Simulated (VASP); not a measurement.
# CsRe (P1) in VASP: notebook

The runs below take CsRe through single point, with PBE.

All numbers are computed with VASP 6.6.1; they aren't measurements. Logs are shortened: lines on timing, memory, paths and dates and some standing lists are left out, and cuts for length are marked.

## (1) The cell of the first run

The typed cell holds 2 atoms: a = 3.689 Å, b = 3.689 Å, c = 5.631 Å, α = 90.00°, β = 90.00°, γ = 120.00°.

## (2) Single point, PBE

INCAR reads:

```
PREC = Accurate
ENCUT = 560
EDIFF = 1E-6
ISMEAR = 0
SIGMA = 0.025
LREAL = False
LASPH = True
NELM = 120
ALGO = Normal
ISIF = 2
LWAVE = False
LCHARG = False
GGA = PE
NBANDS = 19
GGA_COMPAT = False
```

KPOINTS reads:

```
regular mesh
0
Gamma
  6 6 4
```

POSCAR reads:

```
CsRe
1.0
    3.6893539700      0.0000000000      0.0000000000
   -1.8446769800      3.1950742600      0.0000000000
    0.0000000000      0.0000000000      5.6314427200
Cs Re
1 1
Direct
    0.0028220000      0.0177320000      0.4944620000
    0.0100150000      0.0159480000      0.0002110000
```

Potentials or basis: VASP PAW PBE potentials, release 64 (Cs_sv, Re_sv_GW).

Run with:

```console
> cat potpaw_PBE.64/Cs_sv/POTCAR potpaw_PBE.64/Re_sv_GW/POTCAR > POTCAR
> mpirun -np 1 vasp_std > vasp.out
```

OUTCAR:

```text
PREC = Accurate
   ENCUT = 560
   EDIFF = 1E-6
   ISMEAR = 0
   LREAL = False
   LASPH = True
   NELM = 120
   ISIF = 2
   GGA = PE

 ion  position               nearest neighbor table
   1  0.003  0.018  0.494-   2 2.78   2 2.85
   2  0.010  0.016  0.000-   1 2.78   1 2.85

  LATTYP: Found a hexagonal cell.
 ALAT       =     3.6893539700
 C/A-ratio  =     1.5264034749

  Lattice vectors:

 A1 = (   3.6893539700,   0.0000000000,   0.0000000000)
 A2 = (  -1.8446769800,   3.1950742600,   0.0000000000)
 A3 = (   0.0000000000,   0.0000000000,   5.6314427200)

Analysis of symmetry for initial positions (statically):
=====================================================================
 Subroutine PRICEL returns:
 Original cell was already a primitive cell.

 Routine SETGRP: Setting up the symmetry group for a
 hexagonal supercell.

 Subroutine GETGRP returns: Found  1 space group operations
 (whereof  1 operations were pure point group operations)
 out of a pool of 24 trial point group operations.

The static configuration has the point symmetry C_1 .

Analysis of symmetry for dynamics (positions and initial velocities):
=====================================================================
 Subroutine PRICEL returns:
 Original cell was already a primitive cell.

 Routine SETGRP: Setting up the symmetry group for a
 hexagonal supercell.

 Subroutine GETGRP returns: Found  1 space group operations
 (whereof  1 operations were pure point group operations)
 out of a pool of 24 trial point group operations.

The dynamic configuration has the point symmetry C_1 .

 Subroutine INISYM returns: Found  1 space group operations
 (whereof  1 operations are pure point group operations),
 and found     1 'primitive' translations

----------------------------------------------------------------------------------------

                                     Primitive cell

  volume of cell :      66.3821

  direct lattice vectors                    reciprocal lattice vectors
     3.689353970  0.000000000  0.000000000     0.271050164  0.156490885  0.000000000
    -1.844676980  3.195074260  0.000000000     0.000000000  0.312981771  0.000000000
     0.000000000  0.000000000  5.631442720     0.000000000  0.000000000  0.177574389

  length of vectors
     3.689353970  3.689353966  5.631442720     0.312981771  0.312981771  0.177574389

  position of ions in fractional coordinates (direct lattice)
     0.002822000  0.017732000  0.494462000
     0.010015000  0.015948000  0.000211000

  ion indices of the primitive-cell ions
   primitive index   ion index
                 1           1
                 2           2

----------------------------------------------------------------------------------------

 KPOINTS: regular mesh

Automatic generation of k-mesh.
 Grid dimensions read from file:
 generate k-points for:    6    6    4

 Generating k-lattice:

  Cartesian coordinates                     Fractional coordinates (reciprocal lattice)
     0.045175027  0.026081814  0.000000000     0.166666667 -0.000000000  0.000000000
     0.000000000  0.052163628  0.000000000     0.000000000  0.166666667  0.000000000
     0.000000000  0.000000000  0.044393597     0.000000000  0.000000000  0.250000000

  Length of vectors
     0.052163628  0.052163628  0.044393597

  Shift w.r.t. Gamma in fractional coordinates (k-lattice)
     0.000000000  0.000000000  0.000000000

 Subroutine IBZKPT returns following result:
 ===========================================

 Found     76 irreducible k-points:

 Following reciprocal coordinates:
            Coordinates               Weight
  0.000000  0.000000  0.000000      1.000000
  0.166667  0.000000  0.000000      2.000000
  0.000000  0.166667  0.000000      2.000000
 -0.166667  0.166667  0.000000      2.000000
  0.333333  0.000000  0.000000      2.000000
  0.000000  0.333333  0.000000      2.000000
[... 16 lines left out ...]
  0.000000  0.166667  0.250000      2.000000
 -0.166667  0.166667  0.250000      2.000000
 [... further k-points ...]
   k-points           NKPTS =     76   k-points in BZ     NKDIM =     76   number of bands    NBANDS=     19
   number of dos      NEDOS =    301   number of ions     NIONS =      2
   total plane-waves  NPLWV =  37632
   dimension x,y,z NGX =    28 NGY =   28 NGZ =   48
   dimension x,y,z NGXF=    56 NGYF=   56 NGZF=   96
   ions per type =               1   1
   NGX,Y,Z   is equivalent  to a cutoff of  12.62, 12.62, 14.17 a.u.
   NGXF,Y,Z  is equivalent  to a cutoff of  25.23, 25.23, 28.34 a.u.
 SYSTEM =  unknown system
   PREC   = accura    normal or accurate (medium, high low for compatibility)
   ISTART =      0    job   : 0-new  1-cont  2-samecut
   ICHARG =      2    charge: 1-file 2-atom 10-const
   ISPIN  =      1    spin polarized calculation?
   LNONCOLLINEAR =      F non collinear calculations
   LSORBIT =      F    spin-orbit coupling
   LASPH  =      T    aspherical Exc in radial PAW
   ENCUT  =  560.0 eV  41.16 Ry    6.42 a.u.   7.12  7.12 10.87*2*pi/ulx,y,z
   NELM   =    120;   NELMIN=  2; NELMDL= -5     # of ELM steps
   EDIFF  = 0.1E-05   stopping-criterion for ELM
   LREAL  =      F    real-space projection
   EDIFFG = 0.1E-04   stopping-criterion for IOM
   NSW    =      0    number of steps for IOM
   IBRION =     -1    ionic relax: 0-MD 1-quasi-New 2-CG
   NFREE  =      0    steps in history (QN), initial steepest desc. (CG)
   ISIF   =      2    stress and relaxation
   ISYM   =      2    0-nonsym 1-usesym 2-fastsym
   POTIM  = 0.5000    time-step for ionic-motion
   TEBEG  =    0.0;   TEEND  =   0.0 temperature during run
   PSTRESS=    0.0 pullay stress
   NELECT =      24.0000    total number of electrons
   NUPDOWN=      -1.0000    fix difference up-down
   EMIN   =  10.00;   EMAX   =-10.00  energy-range for DOS
   EFERMI =   0.00;   METHOD = LEGACY
   ISMEAR =     0;   SIGMA  =   0.03  broadening in eV -4-tet -1-fermi 0-gaus
   EFERMI_NEDOS =   21; number of points for ismear=-14 and -15
   IALGO  =     38    algorithm
   IMIX   =      4    mixing-type and parameters
     AMIX     =   0.40;   BMIX     =  1.00
     AMIX_MAG =   1.60;   BMIX_MAG =  1.00
  volume/ion in A,a.u.               =      33.19       223.98
  Fermi-wavevector in a.u.,A,eV,Ry     =   1.166259  2.203910 18.506094  1.360160
  Thomas-Fermi vector in A             =   2.302774
   LORBIT       =      0    0 simple, 1 ext, 2 COOP (PROOUT), +10 PAW based schemes
   GGA     = PE    functional components
   LHFCALC =     F    Hartree Fock is set to
   AEXX    =    0.0000 exact exchange contribution
   IVDW    =     0    specifies the selected vdW correction
   LEPSILON=     F    determine dielectric tensor
   LRPA    =     F    only Hartree local field effects (RPA)
 non-spin polarized calculation
 Gauss-broadening in eV      SIGMA  =   0.03
  energy-cutoff  :      560.00
  volume of cell :       66.38
 maximum number of plane-waves:      2019
   NGX = 15   NGY = 15   NGZ = 21

 number of electron      24.0000003 magnetization

 Free energy of the ion-electron system (eV)
  ---------------------------------------------------
  ext. energy  EPLUGINS =         0.00000000
  ---------------------------------------------------
  free energy    TOTEN  =        -8.33426536 eV

  energy without entropy =       -8.32976267  energy(sigma->0) =       -8.33201402

 E-fermi :   3.9623     XC(G=0):  -9.6590

 val. band max:        3.9532917461   @ k =   0.0000   0.1667   0.5000
 cond. band min:       3.9679764098   @ k =   0.5000   0.5000   0.2500
 fundamental gap:      0.0146846637
 Fermi energy:         3.9623292669

 k-point     1 :       0.0000    0.0000    0.0000
  band No.  band energies     occupation
      1     -75.5947      2.00000
      2     -37.4236      2.00000
      3     -37.3681      2.00000
      4     -37.3629      2.00000
      5     -19.0484      2.00000
      6      -6.0723      2.00000
[... 11 lines left out ...]
     18       8.9532      0.00000
     19      12.9073      0.00000

 k-point     2 :       0.1667    0.0000    0.0000
  band No.  band energies     occupation
      1     -75.5946      2.00000
      2     -37.4228      2.00000
      3     -37.3746      2.00000
      4     -37.3665      2.00000
      5     -18.9496      2.00000
      6      -5.9549      2.00000
[... 11 lines left out ...]
     18       9.8046      0.00000
     19      12.4799      0.00000

 k-point     3 :       0.0000    0.1667    0.0000
  band No.  band energies     occupation
      1     -75.5946      2.00000
      2     -37.4228      2.00000
      3     -37.3718      2.00000
      4     -37.3694      2.00000
      5     -18.9496      2.00000
      6      -5.9549      2.00000
[... 11 lines left out ...]
     18       9.8046      0.00000
     19      12.4808      0.00000

 k-point     4 :      -0.1667    0.1667    0.0000
  band No.  band energies     occupation
      1     -75.5946      2.00000
      2     -37.4228      2.00000
      3     -37.3758      2.00000
      4     -37.3654      2.00000
      5     -18.9496      2.00000
      6      -5.9549      2.00000
[... 11 lines left out ...]
     18       9.8045      0.00000
     19      12.4793      0.00000

 k-point     5 :       0.3333    0.0000    0.0000
  band No.  band energies     occupation
      1     -75.5942      2.00000
      2     -37.4213      2.00000
      3     -37.3899      2.00000
      4     -37.3711      2.00000
      5     -18.7403      2.00000
      6      -6.3833      2.00000
[... 11 lines left out ...]
     18      11.3376      0.00000
     19      11.5583      0.00000

 k-point     6 :       0.0000    0.3333    0.0000
  band No.  band energies     occupation
      1     -75.5942      2.00000
      2     -37.4213      2.00000
      3     -37.3870      2.00000
      4     -37.3740      2.00000
      5     -18.7403      2.00000
      6      -6.3829      2.00000
[... 11 lines left out ...]
     18      11.3375      0.00000
     19      11.5561      0.00000

 k-point     7 :      -0.3333    0.3333    0.0000
  band No.  band energies     occupation
      1     -75.5942      2.00000
      2     -37.4213      2.00000
      3     -37.3914      2.00000
      4     -37.3696      2.00000
      5     -18.7403      2.00000
      6      -6.3836      2.00000
[... 11 lines left out ...]
     18      11.3377      0.00000
     19      11.5597      0.00000

 k-point     8 :       0.5000    0.0000    0.0000
  band No.  band energies     occupation
      1     -75.5940      2.00000
      2     -37.4203      2.00000
      3     -37.3976      2.00000
      4     -37.3732      2.00000
      5     -18.6290      2.00000
      6      -6.9064      2.00000
[... 256 lines left out ...]
 k-point    20 :       0.3333    0.3333    0.0000
  band No.  band energies     occupation
      1     -75.5941      2.00000
      2     -37.4200      2.00000
      3     -37.3908      2.00000
      4     -37.3857      2.00000
      5     -18.5736      2.00000
      6      -6.2646      2.00000
[... 11 lines left out ...]
     18       9.5217      0.00000
     19       9.8859      0.00000

 k-point    21 :       0.0000    0.0000    0.2500
  band No.  band energies     occupation
      1     -75.5949      2.00000
      2     -37.4249      2.00000
      3     -37.3683      2.00000
      4     -37.3632      2.00000
      5     -19.0209      2.00000
      6      -6.4568      2.00000
[... 11 lines left out ...]
     18       8.8530      0.00000
     19      11.8731      0.00000

 k-point    22 :       0.1667    0.0000    0.2500
  band No.  band energies     occupation
      1     -75.5946      2.00000
      2     -37.4238      2.00000
      3     -37.3746      2.00000
      4     -37.3665      2.00000
      5     -18.9221      2.00000
      6      -6.3342      2.00000
[... 11 lines left out ...]
     18       9.7228      0.00000
     19      10.6469      0.00000

 k-point    23 :       0.0000    0.1667    0.2500
  band No.  band energies     occupation
      1     -75.5946      2.00000
      2     -37.4238      2.00000
      3     -37.3717      2.00000
      4     -37.3694      2.00000
      5     -18.9221      2.00000
      6      -6.3343      2.00000
[... 11 lines left out ...]
     18       9.7233      0.00000
     19      10.6459      0.00000

 k-point    24 :      -0.1667    0.1667    0.2500
  band No.  band energies     occupation
      1     -75.5946      2.00000
      2     -37.4238      2.00000
      3     -37.3757      2.00000
      4     -37.3654      2.00000
      5     -18.9221      2.00000
      6      -6.3343      2.00000
[... 11 lines left out ...]
     18       9.7231      0.00000
     19      10.6508      0.00000

 [... further k-points ...]

------------------------ aborting loop because EDIFF is reached ----------------------------------------

  FORCE on cell =-STRESS in cart. coord.  units (eV):
  Direction    XX          YY          ZZ          XY          YZ          ZX
  --------------------------------------------------------------------------------------
  -------------------------------------------------------------------------------------
  Total       -5.4198246     -5.4205912      1.5595152     -0.0001628      0.0000548     -0.0003493
  in kB     -130.8111785   -130.8296821     37.6399670     -0.0039289      0.0013216     -0.0084311
  external PRESSURE =     -74.6669646 kB  Pullay stress =       0.0000000 kB

 VOLUME and BASIS-vectors are now :
 -----------------------------------------------------------------------------
  energy-cutoff  :      560.00
  volume of cell :       66.38
      direct lattice vectors                 reciprocal lattice vectors
     3.689353970  0.000000000  0.000000000     0.271050164  0.156490885  0.000000000
    -1.844676980  3.195074260  0.000000000     0.000000000  0.312981771  0.000000000
     0.000000000  0.000000000  5.631442720     0.000000000  0.000000000  0.177574389

 POSITION                                       TOTAL-FORCE (eV/Angst)
 -----------------------------------------------------------------------------------
     -0.02230      0.05666      2.78453        -0.182474      0.034235      0.214003
      0.00753      0.05096      0.00119         0.182474     -0.034235     -0.214003
 -----------------------------------------------------------------------------------
    total drift:                               -0.000284     -0.000103     -0.000070

  FREE ENERGIE OF THE ION-ELECTRON SYSTEM (eV)
  ---------------------------------------------------
  free  energy   TOTEN  =        -8.3342653626 eV

  energy  without entropy=       -8.3297626688  energy(sigma->0) =       -8.33201402
```

Run time: 86 s. Hardware: 1 thread of AMD EPYC 7R43 (Zen 3), shared host; peak memory 0.23 GiB.

Results:

| Property | Result |
| --- | --- |
| Free energy | -8.3343 eV |
| Pressure | -7.5 GPa |
| Largest force | 0.283 eV/Å |
| Band gap on the k mesh | zero (bands 12 and 13 overlap by 0.83 eV) |

Forces in eV/Å, atoms in the order of the input:
```
Cs  -0.182  0.034  0.214
Re   0.182 -0.034 -0.214
```

Levels at points of the mesh, in eV from the Fermi level:
```csv
k point,band 10,band 11,band 12,band 13,band 14,band 15
"(0.00, 0.00, 0.00)",-1.33,-0.14,-0.14,-0.02,-0.01,2.03
"(0.50, 0.00, 0.00)",-1.83,-1.12,-0.35,1.28,1.66,1.92
"(0.00, 0.50, 0.00)",-1.83,-1.12,-0.35,1.28,1.66,1.92
"(0.50, 0.50, 0.00)",-1.82,-1.12,-0.35,1.28,1.66,1.93
"(0.00, 0.00, 0.50)",-0.10,-0.10,0.46,0.47,0.83,2.04
"(0.50, 0.00, 0.50)",-0.68,-0.13,0.23,1.28,1.43,1.56
"(0.00, 0.50, 0.50)",-0.68,-0.13,0.23,1.28,1.43,1.56
"(0.50, 0.50, 0.50)",-0.68,-0.13,0.24,1.28,1.43,1.56
```

Caveat: the stress differs along the axes, from -13 to 4 GPa; spin-orbit coupling is left out, which moves the levels of the heavy elements.

## (3) Single point, PBE

INCAR reads:

```
SYSTEM = CsRe
PREC = Accurate ; ENCUT = 560
EDIFF = 1E-6 ; ISMEAR = 0
SIGMA = 0.005 ; LREAL = .False.
LASPH = .True. ; NELM = 120
ALGO = Normal ; ISIF = 2
LWAVE = .False. ; LCHARG = .False.
GGA = PE ; NBANDS = 19
GGA_COMPAT = .False.
```

KPOINTS reads:

```
Automatic mesh
0
Gamma
  6 6 4
  0 0 0
```

POSCAR is that of step 2.

Potentials or basis: VASP PAW PBE potentials, release 64 (Cs_sv, Re_sv_GW).

Run with:

```console
> cat potpaw_PBE.64/Cs_sv/POTCAR potpaw_PBE.64/Re_sv_GW/POTCAR > POTCAR
> mpirun -np 1 vasp_std > vasp.out
```

OUTCAR:

```text
SYSTEM = CsRe
   PREC = Accurate
   ENCUT = 560
   EDIFF = 1E-6
   ISMEAR = 0
   LREAL = .False.
   LASPH = .True.
   NELM = 120
   ISIF = 2
   GGA = PE

 ion  position               nearest neighbor table
   1  0.003  0.018  0.494-   2 2.78   2 2.85
   2  0.010  0.016  0.000-   1 2.78   1 2.85

  LATTYP: Found a hexagonal cell.
 ALAT       =     3.6893539700
 C/A-ratio  =     1.5264034749

  Lattice vectors:

 A1 = (   3.6893539700,   0.0000000000,   0.0000000000)
 A2 = (  -1.8446769800,   3.1950742600,   0.0000000000)
 A3 = (   0.0000000000,   0.0000000000,   5.6314427200)

Analysis of symmetry for initial positions (statically):
=====================================================================
 Subroutine PRICEL returns:
 Original cell was already a primitive cell.

 Routine SETGRP: Setting up the symmetry group for a
 hexagonal supercell.

 Subroutine GETGRP returns: Found  1 space group operations
 (whereof  1 operations were pure point group operations)
 out of a pool of 24 trial point group operations.

The static configuration has the point symmetry C_1 .
[... 157 lines left out ...]
  free energy    TOTEN  =        -8.33182909 eV

  energy without entropy =       -8.33145453  energy(sigma->0) =       -8.33164181

 E-fermi :   3.9539     XC(G=0):  -9.6589

 val. band max:        3.9529840637   @ k =   0.1667   0.0000   0.5000
 cond. band min:       3.9545022582   @ k =   0.0000   0.1667   0.5000
 fundamental gap:      0.0015181945
 Fermi energy:         3.9539205510

 k-point     1 :       0.0000    0.0000    0.0000
  band No.  band energies     occupation
      1     -75.5912      2.00000
      2     -37.4227      2.00000
      3     -37.3634      2.00000
      4     -37.3586      2.00000
      5     -19.0522      2.00000
      6      -6.0762      2.00000
[... 505 lines left out ...]
      6      -6.3381      2.00000
[... 11 lines left out ...]
     18       9.7213      0.00000
     19      10.6497      0.00000

 [... further k-points ...]

------------------------ aborting loop because EDIFF is reached ----------------------------------------

  FORCE on cell =-STRESS in cart. coord.  units (eV):
  Direction    XX          YY          ZZ          XY          YZ          ZX
  --------------------------------------------------------------------------------------
  -------------------------------------------------------------------------------------
  Total       -5.3908602     -5.3711813      1.4236414      0.0103880     -0.0003813      0.0004728
  in kB     -130.1121033   -129.6371399     34.3605596      0.2507210     -0.0092034      0.0114114
  external PRESSURE =     -75.1295612 kB  Pullay stress =       0.0000000 kB

 VOLUME and BASIS-vectors are now :
 -----------------------------------------------------------------------------
  energy-cutoff  :      560.00
  volume of cell :       66.38
      direct lattice vectors                 reciprocal lattice vectors
     3.689353970  0.000000000  0.000000000     0.271050164  0.156490885  0.000000000
    -1.844676980  3.195074260  0.000000000     0.000000000  0.312981771  0.000000000
     0.000000000  0.000000000  5.631442720     0.000000000  0.000000000  0.177574389

 POSITION                                       TOTAL-FORCE (eV/Angst)
 -----------------------------------------------------------------------------------
     -0.02230      0.05666      2.78453        -0.194513      0.033244      0.211811
      0.00753      0.05096      0.00119         0.194513     -0.033244     -0.211811
 -----------------------------------------------------------------------------------
    total drift:                               -0.000118     -0.000103     -0.000040

  FREE ENERGIE OF THE ION-ELECTRON SYSTEM (eV)
  ---------------------------------------------------
  free  energy   TOTEN  =        -8.3318290878 eV

  energy  without entropy=       -8.3314545313  energy(sigma->0) =       -8.33164181
```

Wall time 66 s (1 thread of Intel Xeon Platinum 8375C at 2.90GHz (Ice Lake), shared host); peak memory 0.27 GiB.

What came out:

```
Free energy            : -8.3318 eV
Pressure               : -7.5 GPa
Largest force          : 0.289 eV/Å
Band gap on the k mesh : zero (bands 12 and 13 overlap by 0.82 eV)
```

Forces in eV/Å, atoms in the order of the input:
```
Cs  -0.195  0.033  0.212
Re   0.195 -0.033 -0.212
```

Caveat: the stress differs along the axes, from -13 to 3 GPa; spin-orbit coupling is left out, which moves the levels of the heavy elements.

(Part 1 of 2 ends here.)

The gap in the log of VASP goes by the Fermi energy; the results here count the filled bands.